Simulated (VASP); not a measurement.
GaMo:

```
CELL_PARAMETERS angstrom
0.00000 2.62421 2.62421
2.62421 0.00000 2.62421
2.62421 2.62421 0.00000
ATOMIC_POSITIONS crystal
Ga 0.00000 0.00000 0.00000
Mo 0.25000 0.25000 0.25000
```

```yaml
Program: VASP 6.6.1
Task: relaxation of cell and atoms
Functional: PBE
Potentials_or_basis: VASP PAW PBE potentials, release 64 (Ga_d, Mo_sv)
Cutoff: 600 eV
k_mesh: 6 × 6 × 6
Occupations: gaussian, width 0.2 eV
Spin: no spin polarisation
```

At the start: pressure 33.9 GPa; volume 18.07 Å³/atom.

**Question.** Where does the relaxation end?

**Answer.** Over 4 steps the energy falls by 437.0 meV/atom and the volume is 23.32 Å³/atom (+29.0 %); space group F-43m (No. 216, to 0.05 Å).

Step by step:
```csv
step,energy change (eV),largest force (eV/Å),pressure (GPa),volume (Å³)
1,0.0000,0.0000,33.93,36.14
2,-0.2771,0.0000,-11.20,60.09
3,-0.8735,0.0000,-0.55,46.88
4,-0.8740,0.0000,-0.18,46.64
```

Final structure:
```
CELL_PARAMETERS angstrom
0.00000 2.85693 2.85693
2.85693 0.00000 2.85693
2.85693 2.85693 0.00000
ATOMIC_POSITIONS crystal
Ga 0.00000 0.00000 0.00000
Mo 0.25000 0.25000 0.25000
```

Caveat: the volume moved by over 15 % at a fixed basis, so the end points are rough.
